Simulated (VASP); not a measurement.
# MgO (P6_3/mmc) in VASP: further runs

The runs below take MgO through single point, with r2SCAN.

All numbers are computed with VASP 6.6.1; they aren't measurements. Logs are shortened: lines on timing, memory, paths and dates and some standing lists are left out, and cuts for length are marked.

### Step 1. The cell of the first run

It takes space group P6_3/mmc (No. 194, hexagonal). Conventional cell: a = 3.427 Å, b = 3.427 Å, c = 4.107 Å, α = 90.00°, β = 90.00°, γ = 120.00°. Mg (site symmetry -6m2) has 5 O at 1.98 to 2.05 Å within 2.6 Å. Within 2.6 Å of O (site symmetry -6m2) lie 5 Mg at 1.98 to 2.05 Å.

### Step 2. Single point, r2SCAN

POSCAR

```
MgO
1.0
    3.4272754297      0.0000000000      0.0000000000
   -1.7136377148      2.9681076712      0.0000000000
    0.0000000000      0.0000000000      4.1072130628
Mg O
2 2
Direct
    0.6666666667      0.3333333333      0.7500000000
    0.3333333333      0.6666666667      0.2500000000
    0.6666666667      0.3333333333      0.2500000000
    0.3333333333      0.6666666667      0.7500000000
```

INCAR.step1

```
SYSTEM = MgO
  PREC = Accurate
  ENCUT = 750
  ISMEAR = 0
  SIGMA = 0.01
  LREAL = .False.
  LASPH = .True.
  NELM = 120
  NBANDS = 24
  GGA = PE
  ALGO = Normal
  EDIFF = 1E-5
  LWAVE = .True.
  LCHARG = .False.
  GGA_COMPAT = .False.
```

INCAR.step2

```
SYSTEM = MgO
  PREC = Accurate
  ENCUT = 750
  EDIFF = 1E-6
  ISMEAR = 0
  SIGMA = 0.01
  LREAL = .False.
  LASPH = .True.
  NELM = 120
  ALGO = Normal
  ISIF = 2
  LWAVE = .False.
  LCHARG = .True.
  METAGGA = R2SCAN
  LMIXTAU = .True.
  LELF = .True.
  LVHAR = .True.
  NBANDS = 24
  ISTART = 1
  GGA_COMPAT = .False.
```

KPOINTS

```
Automatic mesh
0
Gamma
  6 6 6
  0 0 0
```

Potentials or basis: VASP PAW PBE potentials, release 64 (Mg_sv, O).

On the command line:

```sh
cat potpaw_PBE.64/Mg_sv/POTCAR potpaw_PBE.64/O/POTCAR > POTCAR
cp INCAR.step1 INCAR
mpirun -np 1 vasp_std > vasp.out
cp INCAR.step2 INCAR
mpirun -np 1 vasp_std > vasp.out
```

OUTCAR:

```text
SYSTEM = MgO
   PREC = Accurate
   ENCUT = 750
   EDIFF = 1E-6
   ISMEAR = 0
   LREAL = .False.
   LASPH = .True.
   NELM = 120
   ISIF = 2
   METAGGA = R2SCAN
   ISTART = 1

 ion  position               nearest neighbor table
   1  0.667  0.333  0.750-   4 1.98   4 1.98   4 1.98   3 2.05   3 2.05
   2  0.333  0.667  0.250-   3 1.98   3 1.98   3 1.98   4 2.05   4 2.05
   3  0.667  0.333  0.250-   2 1.98   2 1.98   2 1.98   1 2.05   1 2.05
   4  0.333  0.667  0.750-   1 1.98   1 1.98   1 1.98   2 2.05   2 2.05

  LATTYP: Found a hexagonal cell.
 ALAT       =     3.4272754297
 C/A-ratio  =     1.1983901344

  Lattice vectors:

 A1 = (   3.4272754297,   0.0000000000,   0.0000000000)
 A2 = (  -1.7136377148,   2.9681076712,   0.0000000000)
 A3 = (   0.0000000000,   0.0000000000,   4.1072130628)

Analysis of symmetry for initial positions (statically):
=====================================================================
 Subroutine PRICEL returns:
 Original cell was already a primitive cell.

 Routine SETGRP: Setting up the symmetry group for a
 hexagonal supercell.

 Subroutine GETGRP returns: Found 24 space group operations
 (whereof 12 operations were pure point group operations)
 out of a pool of 24 trial point group operations.

The static configuration has the point symmetry D_3d.
 The point group associated with its full space group is D_6h.

Analysis of symmetry for dynamics (positions and initial velocities):
=====================================================================
 Subroutine PRICEL returns:
 Original cell was already a primitive cell.

 Routine SETGRP: Setting up the symmetry group for a
 hexagonal supercell.

 Subroutine GETGRP returns: Found 24 space group operations
 (whereof 12 operations were pure point group operations)
 out of a pool of 24 trial point group operations.

The dynamic configuration has the point symmetry D_3d.
 The point group associated with its full space group is D_6h.

 Subroutine INISYM returns: Found 24 space group operations
 (whereof 12 operations are pure point group operations),
 and found     1 'primitive' translations

----------------------------------------------------------------------------------------

                                     Primitive cell

  volume of cell :      41.7807

  direct lattice vectors                    reciprocal lattice vectors
     3.427275430  0.000000000  0.000000000     0.291776958  0.168457501  0.000000000
    -1.713637715  2.968107671  0.000000000     0.000000000  0.336915001  0.000000000
[... 92 lines left out ...]
   NSW    =      0    number of steps for IOM
   IBRION =     -1    ionic relax: 0-MD 1-quasi-New 2-CG
   NFREE  =      0    steps in history (QN), initial steepest desc. (CG)
   ISIF   =      2    stress and relaxation
   ISYM   =      2    0-nonsym 1-usesym 2-fastsym
   POTIM  = 0.5000    time-step for ionic-motion
   TEBEG  =    0.0;   TEEND  =   0.0 temperature during run
   PSTRESS=    0.0 pullay stress
   NELECT =      32.0000    total number of electrons
   NUPDOWN=      -1.0000    fix difference up-down
   EMIN   =  10.00;   EMAX   =-10.00  energy-range for DOS
   EFERMI =   0.00;   METHOD = LEGACY
   ISMEAR =     0;   SIGMA  =   0.01  broadening in eV -4-tet -1-fermi 0-gaus
   EFERMI_NEDOS =   21; number of points for ismear=-14 and -15
   IALGO  =     38    algorithm
   IMIX   =      4    mixing-type and parameters
     AMIX     =   0.40;   BMIX     =  1.00
     AMIX_MAG =   1.60;   BMIX_MAG =  1.00
  volume/ion in A,a.u.               =      10.45        70.49
  Fermi-wavevector in a.u.,A,eV,Ry     =   1.497843  2.830512 30.525114  2.243533
  Thomas-Fermi vector in A             =   2.609678
   LORBIT       =      0    0 simple, 1 ext, 2 COOP (PROOUT), +10 PAW based schemes
   METAGGA = R2SCAN    functional components
   LHFCALC =     F    Hartree Fock is set to
   AEXX    =    0.0000 exact exchange contribution
   IVDW    =     0    specifies the selected vdW correction
   LEPSILON=     F    determine dielectric tensor
   LRPA    =     F    only Hartree local field effects (RPA)
 non-spin polarized calculation
 Gauss-broadening in eV      SIGMA  =   0.01
  energy-cutoff  :      750.00
  volume of cell :       41.78
 maximum number of plane-waves:      1986
 NGX is ok and might be reduce to    32
   NGX = 15   NGY = 15   NGZ = 19

 number of electron      32.0000018 magnetization

 Free energy of the ion-electron system (eV)
  ---------------------------------------------------
  ext. energy  EPLUGINS =         0.00000000
  ---------------------------------------------------
  free energy    TOTEN  =       -32.00927924 eV

  energy without entropy =      -32.00927924  energy(sigma->0) =      -32.00927924

 E-fermi :   1.8598     XC(G=0): -11.2039

 val. band max:        1.6915878081   @ k =   0.0000   0.0000   0.0000
 cond. band min:       6.0727663061   @ k =   0.0000   0.0000   0.0000
 fundamental gap:      4.3811784980
 Fermi energy:         1.8598150795

 k-point     1 :       0.0000    0.0000    0.0000
  band No.  band energies     occupation
      1     -73.0256      2.00000
      2     -73.0104      2.00000
      3     -38.1906      2.00000
      4     -38.1664      2.00000
      5     -38.1664      2.00000
      6     -38.1342      2.00000
[... 637 lines left out ...]
     23      18.3238      0.00000
     24      18.3238      0.00000

 [... further k-points ...]

------------------------ aborting loop because EDIFF is reached ----------------------------------------

  FORCE on cell =-STRESS in cart. coord.  units (eV):
  Direction    XX          YY          ZZ          XY          YZ          ZX
  --------------------------------------------------------------------------------------
  -------------------------------------------------------------------------------------
  Total        1.9364824      1.9364825      2.2056200      0.0000000      0.0000000      0.0000000
  in kB       74.2588555     74.2588597     84.5795532      0.0000000      0.0000000      0.0000000
  external PRESSURE =      77.6990895 kB  Pullay stress =       0.0000000 kB

 VOLUME and BASIS-vectors are now :
 -----------------------------------------------------------------------------
  energy-cutoff  :      750.00
  volume of cell :       41.78
      direct lattice vectors                 reciprocal lattice vectors
     3.427275430  0.000000000  0.000000000     0.291776958  0.168457501  0.000000000
    -1.713637715  2.968107671  0.000000000     0.000000000  0.336915001  0.000000000
     0.000000000  0.000000000  4.107213063     0.000000000  0.000000000  0.243474099

 POSITION                                       TOTAL-FORCE (eV/Angst)
 -----------------------------------------------------------------------------------
      1.71364      0.98937      3.08041         0.000000      0.000000      0.000000
     -0.00000      1.97874      1.02680        -0.000000     -0.000000      0.000000
      1.71364      0.98937      1.02680        -0.000000      0.000000      0.000000
     -0.00000      1.97874      3.08041        -0.000000     -0.000000      0.000000
 -----------------------------------------------------------------------------------
    total drift:                               -0.000000      0.000000     -0.000000

  FREE ENERGIE OF THE ION-ELECTRON SYSTEM (eV)
  ---------------------------------------------------
  free  energy   TOTEN  =       -32.0092792355 eV

  energy  without entropy=      -32.0092792355  energy(sigma->0) =      -32.00927924
```

OUTCAR.step1:

```text
SYSTEM = MgO
   PREC = Accurate
   ENCUT = 750
   ISMEAR = 0
   LREAL = .False.
   LASPH = .True.
   NELM = 120
[... 879 lines left out ...]
     -0.00000      1.97874      1.02680         0.000000     -0.000000      0.000000
      1.71364      0.98937      1.02680        -0.000000     -0.000000      0.000000
     -0.00000      1.97874      3.08041        -0.000000      0.000000      0.000000
 -----------------------------------------------------------------------------------
    total drift:                               -0.000000      0.000000     -0.000000

  FREE ENERGIE OF THE ION-ELECTRON SYSTEM (eV)
  ---------------------------------------------------
  free  energy   TOTEN  =       -23.4816988118 eV

  energy  without entropy=      -23.4816988118  energy(sigma->0) =      -23.48169881
```

It took 82 s on 1 thread of Intel Xeon 6975P-C (Granite Rapids), shared host; peak memory 0.22 GiB.

What came out:

| Item | Value |
| --- | --- |
| Free energy | -32.0093 eV |
| Pressure | 7.8 GPa |
| Band gap on the k mesh | 4.38 eV |

Stress tensor (GPa, compression positive):
```
7.43 0.00 0.00
0.00 7.43 0.00
0.00 0.00 8.46
```

Caveat: the cell stands under pressure; the PAW data sets were made with another functional, which shifts forces and pressure a little.

### Step 3. Single point, r2SCAN

This run uses another cell than the first one, of 10.78 Å³/atom.

POSCAR

```
MgO
1.0
    3.4629787849      0.0000000000      0.0000000000
   -1.7314893925      2.9990276847      0.0000000000
    0.0000000000      0.0000000000      4.1499996115
Mg O
2 2
Direct
    0.6666666667      0.3333333333      0.7500000000
    0.3333333333      0.6666666667      0.2500000000
    0.6666666667      0.3333333333      0.2500000000
    0.3333333333      0.6666666667      0.7500000000
```

INCAR.step1

```
SYSTEM = MgO
PREC = Accurate ; ENCUT = 750
ISMEAR = 0 ; SIGMA = 0.01
LREAL = .False. ; LASPH = .True.
NELM = 120 ; NBANDS = 24
GGA = PE ; ALGO = Normal
EDIFF = 1E-5 ; LWAVE = .True.
LCHARG = .False. ; GGA_COMPAT = .False.
```

INCAR.step2

```
SYSTEM = MgO
PREC = Accurate ; ENCUT = 750
EDIFF = 1E-6 ; ISMEAR = 0
SIGMA = 0.01 ; LREAL = .False.
LASPH = .True. ; NELM = 120
ALGO = Normal ; ISIF = 2
LWAVE = .False. ; LCHARG = .True.
METAGGA = R2SCAN ; LMIXTAU = .True.
LELF = .True. ; LVHAR = .True.
NBANDS = 24 ; ISTART = 1
GGA_COMPAT = .False.
```

KPOINTS is that of step 2.

Potentials or basis: VASP PAW PBE potentials, release 64 (Mg_sv, O).

On the command line:

```sh
cat potpaw_PBE.64/Mg_sv/POTCAR potpaw_PBE.64/O/POTCAR > POTCAR
cp INCAR.step1 INCAR
mpirun -np 1 vasp_std > vasp.out
cp INCAR.step2 INCAR
mpirun -np 1 vasp_std > vasp.out
```

Run time: 3 min. Hardware: 1 thread of Intel Xeon Platinum 8375C at 2.90GHz (Ice Lake), shared host; peak memory 0.22 GiB.

Results (log left out):

- Free energy: -32.0603 eV
- Pressure: 2.9 GPa
- Band gap on the k mesh: 4.21 eV

Stress tensor (GPa, compression positive):
```
2.66 0.00 0.00
0.00 2.66 0.00
0.00 0.00 3.25
```

Levels at points of the mesh, in eV from the valence-band top:
```
           k point  band 12  band 13  band 14  band 15  band 16  band 17  band 18  band 19  band 20  band 21
(0.00, 0.00, 0.00)    -1.80    -1.80    -0.86    -0.86     0.00     4.21    10.63    13.37    13.65    13.65
(0.50, 0.00, 0.00)    -2.43    -2.41    -1.98    -1.33    -0.54     7.73    10.29    10.71    13.62    14.05
(0.00, 0.00, 0.50)    -2.45    -1.35    -1.35    -1.35    -1.35     7.28     7.28    14.03    14.03    14.03
(0.50, 0.00, 0.50)    -3.95    -1.59    -1.59    -0.85    -0.85     8.12     8.12    13.31    13.31    15.36
```

Caveat: the PAW data sets were made with another functional, which shifts forces and pressure a little.
